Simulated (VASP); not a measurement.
# HgTe (Fm-3m) in VASP: further runs, part 2 of 2

VASP 6.6.1. Earlier steps stand in the parts before.

## 5. Single point, r2SCAN, non-collinear spin, zero start, spin-orbit coupling

The input, POSCAR:

```
HgTe
1.0
    0.0000000000      3.1800000000      3.1800000000
    3.1800000000      0.0000000000      3.1800000000
    3.1800000000      3.1800000000      0.0000000000
Hg Te
1 1
Direct
    0.0000000000      0.0000000000      0.0000000000
    0.5000000000      0.5000000000      0.5000000000
```

The input, INCAR.step1:

```
SYSTEM = HgTe
PREC = Accurate ; ENCUT = 520
ISMEAR = -1 ; SIGMA = 0.05
LREAL = .False. ; LASPH = .True.
NELM = 150 ; LNONCOLLINEAR = .True.
MAGMOM = 0 0 0 0 0 0 ; LSORBIT = .True.
GGA_COMPAT = .False. ; NBANDS = 30
GGA = PE ; ALGO = Normal
EDIFF = 1E-4 ; LWAVE = .True.
LCHARG = .False.
```

The input, INCAR.step2:

```
SYSTEM = HgTe
PREC = Accurate ; ENCUT = 520
EDIFF = 1E-7 ; ISMEAR = -1
SIGMA = 0.05 ; LREAL = .False.
LASPH = .True. ; NELM = 150
ALGO = Normal ; ISIF = 2
LWAVE = .False. ; LCHARG = .False.
LNONCOLLINEAR = .True. ; MAGMOM = 0 0 0 0 0 0
LORBIT = 11 ; LSORBIT = .True.
GGA_COMPAT = .False. ; LORBMOM = .True.
METAGGA = R2SCAN ; LMIXTAU = .True.
NBANDS = 30 ; ISTART = 1
```

The input, KPOINTS:

```
Automatic mesh
0
Gamma
  5 5 5
  0 0 0
```

Potentials or basis: VASP PAW PBE potentials, release 64 (Hg, Te).

Run with:

```console
$ cat potpaw_PBE.64/Hg/POTCAR potpaw_PBE.64/Te/POTCAR > POTCAR
$ cp INCAR.step1 INCAR
$ mpirun -np 1 vasp_ncl > vasp.out
$ cp INCAR.step2 INCAR
$ mpirun -np 1 vasp_ncl > vasp.out
```

OUTCAR:

```text
SYSTEM = HgTe
   PREC = Accurate
   ENCUT = 520
   EDIFF = 1E-7
   ISMEAR = -1
   LREAL = .False.
   LASPH = .True.
   NELM = 150
   ISIF = 2
   LNONCOLLINEAR = .True.
   LORBIT = 11
   LSORBIT = .True.
   METAGGA = R2SCAN
   ISTART = 1

 ion  position               nearest neighbor table
   1  0.000  0.000  0.000-   2 3.18   2 3.18   2 3.18   2 3.18   2 3.18   2 3.18
   2  0.500  0.500  0.500-   1 3.18   1 3.18   1 3.18   1 3.18   1 3.18   1 3.18

  LATTYP: Found a face centered cubic cell.
 ALAT       =     6.3600000000

  Lattice vectors:

 A1 = (   0.0000000000,   3.1800000000,   3.1800000000)
 A2 = (   3.1800000000,   0.0000000000,   3.1800000000)
 A3 = (   3.1800000000,   3.1800000000,   0.0000000000)

Analysis of symmetry for initial positions (statically):
=====================================================================
 Subroutine PRICEL returns:
 Original cell was already a primitive cell.

 Routine SETGRP: Setting up the symmetry group for a
 face centered cubic supercell.

 Subroutine GETGRP returns: Found 48 space group operations
 (whereof 48 operations were pure point group operations)
 out of a pool of 48 trial point group operations.

The static configuration has the point symmetry O_h .

Analysis of symmetry for dynamics (positions and initial velocities):
=====================================================================
 Subroutine PRICEL returns:
 Original cell was already a primitive cell.

 Routine SETGRP: Setting up the symmetry group for a
 face centered cubic supercell.

 Subroutine GETGRP returns: Found 48 space group operations
 (whereof 48 operations were pure point group operations)
 out of a pool of 48 trial point group operations.

The dynamic configuration has the point symmetry O_h .

Analysis of structural, dynamic, and magnetic symmetry:
=====================================================================
 Subroutine PRICEL returns:
 Original cell was already a primitive cell.

 Routine SETGRP: Setting up the symmetry group for a
 face centered cubic supercell.

 Subroutine GETGRP returns: Found 48 space group operations
 (whereof 48 operations were pure point group operations)
 out of a pool of 48 trial point group operations.

The overall configuration has the point symmetry O_h .

 Subroutine INISYM returns: Found 48 space group operations
 (whereof 48 operations are pure point group operations),
 and found     1 'primitive' translations

----------------------------------------------------------------------------------------

                                     Primitive cell

  volume of cell :      64.3149

  direct lattice vectors                    reciprocal lattice vectors
     0.000000000  3.180000000  3.180000000    -0.157232704  0.157232704  0.157232704
     3.180000000  0.000000000  3.180000000     0.157232704 -0.157232704  0.157232704
     3.180000000  3.180000000  0.000000000     0.157232704  0.157232704 -0.157232704

  length of vectors
     4.497199128  4.497199128  4.497199128     0.272335033  0.272335033  0.272335033

[... 456 lines left out ...]
  Direction    XX          YY          ZZ          XY          YZ          ZX
  --------------------------------------------------------------------------------------
  -------------------------------------------------------------------------------------
  Total       -1.9111964     -1.9111964     -1.9111964     -0.0000000      0.0000000      0.0000000
  in kB      -47.6106984    -47.6106984    -47.6106984     -0.0000000      0.0000000      0.0000000
  external PRESSURE =     -47.6106984 kB  Pullay stress =       0.0000000 kB

 VOLUME and BASIS-vectors are now :
 -----------------------------------------------------------------------------
  energy-cutoff  :      520.00
  volume of cell :       64.31
      direct lattice vectors                 reciprocal lattice vectors
     0.000000000  3.180000000  3.180000000    -0.157232704  0.157232704  0.157232704
     3.180000000  0.000000000  3.180000000     0.157232704 -0.157232704  0.157232704
     3.180000000  3.180000000  0.000000000     0.157232704  0.157232704 -0.157232704

 POSITION                                       TOTAL-FORCE (eV/Angst)
 -----------------------------------------------------------------------------------
      0.00000      0.00000      0.00000         0.000000      0.000000      0.000000
      3.18000      3.18000      3.18000         0.000000     -0.000000     -0.000000
 -----------------------------------------------------------------------------------
    total drift:                               -0.000000      0.000000      0.000000

  FREE ENERGIE OF THE ION-ELECTRON SYSTEM (eV)
  ---------------------------------------------------
  free  energy   TOTEN  =       -75.1413263871 eV

  energy  without entropy=      -75.1360118032  energy(sigma->0) =      -75.13866910

 orbital moment (x)

 # of ion     p       d       tot
 ----------------------------------------
  1         0.000  -0.000  -0.000
  2         0.000  -0.000  -0.000
 ----------------------------------------
            0.000  -0.000  -0.000

 orbital moment (y)

 # of ion     p       d       tot
 ----------------------------------------
  1         0.000   0.000   0.000
  2         0.000   0.000   0.000
 ----------------------------------------
            0.000   0.000   0.000

 orbital moment (z)

 # of ion     p       d       tot
 ----------------------------------------
  1         0.000  -0.000  -0.000
  2         0.000   0.000   0.000
 ----------------------------------------
            0.000  -0.000  -0.000

 Spin-Orbit-Coupling matrix elements

 Ion:    1  E_soc:     -0.4955424
 l=   1
     0.0000000    -0.0189078    -0.0189078
    -0.0189078     0.0000000    -0.0189078
    -0.0189078    -0.0189078     0.0000000
 l=   2
     0.0000000    -0.0129666     0.0000000    -0.0129666    -0.0507160
    -0.0129666     0.0000000    -0.0380370    -0.0129666    -0.0126790
     0.0000000    -0.0380370     0.0000000    -0.0380370     0.0000000
    -0.0129666    -0.0129666    -0.0380370     0.0000000    -0.0126790
    -0.0507160    -0.0126790     0.0000000    -0.0126790     0.0000000
 l=   3
     0.0000000     0.0000000     0.0000000     0.0000000     0.0000000     0.0000000     0.0000000
     0.0000000     0.0000000     0.0000000     0.0000000     0.0000000     0.0000000     0.0000000
     0.0000000     0.0000000     0.0000000     0.0000000     0.0000000     0.0000000     0.0000000
     0.0000000     0.0000000     0.0000000     0.0000000     0.0000000     0.0000000     0.0000000
     0.0000000     0.0000000     0.0000000     0.0000000     0.0000000     0.0000000     0.0000000
     0.0000000     0.0000000     0.0000000     0.0000000     0.0000000     0.0000000     0.0000000
     0.0000000     0.0000000     0.0000000     0.0000000     0.0000000     0.0000000     0.0000000

 Ion:    2  E_soc:     -0.2701630
 l=   1
     0.0000000    -0.0449537    -0.0449537
    -0.0449537     0.0000000    -0.0449537
    -0.0449537    -0.0449537     0.0000000
 l=   2
     0.0000000    -0.0000046     0.0000000    -0.0000046    -0.0000688
    -0.0000046     0.0000000    -0.0000516    -0.0000046    -0.0000172
     0.0000000    -0.0000516     0.0000000    -0.0000516     0.0000000
    -0.0000046    -0.0000046    -0.0000516     0.0000000    -0.0000172
    -0.0000688    -0.0000172     0.0000000    -0.0000172     0.0000000
 l=   3
     0.0000000     0.0000000     0.0000000     0.0000000     0.0000000     0.0000000     0.0000000
     0.0000000     0.0000000     0.0000000     0.0000000     0.0000000     0.0000000     0.0000000
     0.0000000     0.0000000     0.0000000     0.0000000     0.0000000     0.0000000     0.0000000
     0.0000000     0.0000000     0.0000000     0.0000000     0.0000000     0.0000000     0.0000000
     0.0000000     0.0000000     0.0000000     0.0000000     0.0000000     0.0000000     0.0000000
     0.0000000     0.0000000     0.0000000     0.0000000     0.0000000     0.0000000     0.0000000
     0.0000000     0.0000000     0.0000000     0.0000000     0.0000000     0.0000000     0.0000000

 total charge

# of ion       s       p       d       tot
------------------------------------------
    1        0.758   0.241   9.359  10.358
    2        1.403   1.880   0.021   3.304
--------------------------------------------------
tot          2.161   2.121   9.381  13.662

 magnetization (x)

# of ion       s       p       d       tot
------------------------------------------
    1        0.000   0.000  -0.000   0.000
    2        0.000   0.000  -0.000   0.000
--------------------------------------------------
tot          0.000   0.000  -0.000   0.000

 magnetization (y)

# of ion       s       p       d       tot
------------------------------------------
    1        0.000  -0.000   0.000  -0.000
    2        0.000  -0.000  -0.000  -0.000
--------------------------------------------------
tot          0.000  -0.000  -0.000  -0.000

 magnetization (z)

# of ion       s       p       d       tot
------------------------------------------
    1       -0.000  -0.000  -0.000  -0.000
    2        0.000   0.000  -0.000   0.000
--------------------------------------------------
tot         -0.000   0.000  -0.000   0.000
```

It took 6.8 min on 1 thread of AMD EPYC 9R45 (Zen 5), shared host; peak memory 0.42 GiB.

Results:

| Quantity | Value |
| --- | --- |
| Free energy | -75.1413 eV |
| Pressure | -4.8 GPa |
| Net moment | 0.00 μB per cell |
| Valence electrons inside the program's atomic spheres | Hg 10.36; Te 3.30 |

Moments on the atoms (μB; x, y, z):
```
Hg  0.00 0.00 0.00
Te  0.00 0.00 0.00
```

Caveat: the PAW data sets were made with another functional, which shifts forces and pressure a little.

## 6. Overview

| task | level | spin | cell | k mesh | cutoff (eV) | gap on the mesh (eV) | pressure (GPa) | moment (μB) |
| --- | --- | --- | --- | --- | --- | --- | --- | --- |
| relaxation of cell and atoms | revPBE | off | relaxed | 7 × 7 × 7 | 600 | none | 0.0 | - |
| relaxation of cell and atoms | BLYP | off | relaxed | 7 × 7 × 7 | 600 | none | 0.0 | - |
| single point | PBEsol | non-collinear, zero start, SOC | as given | 5 × 5 × 5 | 520 | - | -6.2 | 0.00 |
| single point | r2SCAN | non-collinear, zero start, SOC | as given | 5 × 5 × 5 | 520 | - | -4.8 | 0.00 |

Alike in all rows: potentials or basis VASP PAW PBE potentials, release 64 (Hg, Te); smearing fermi-dirac 0.05 eV.

Caveats: the PAW data sets were made with another functional, which shifts forces and pressure a little; spin-orbit coupling is left out, which moves the levels of the heavy elements (some runs); the relaxation stopped at its first step, so nothing moved (some runs).

Absolute energies hang on the potentials; compare differences alone.
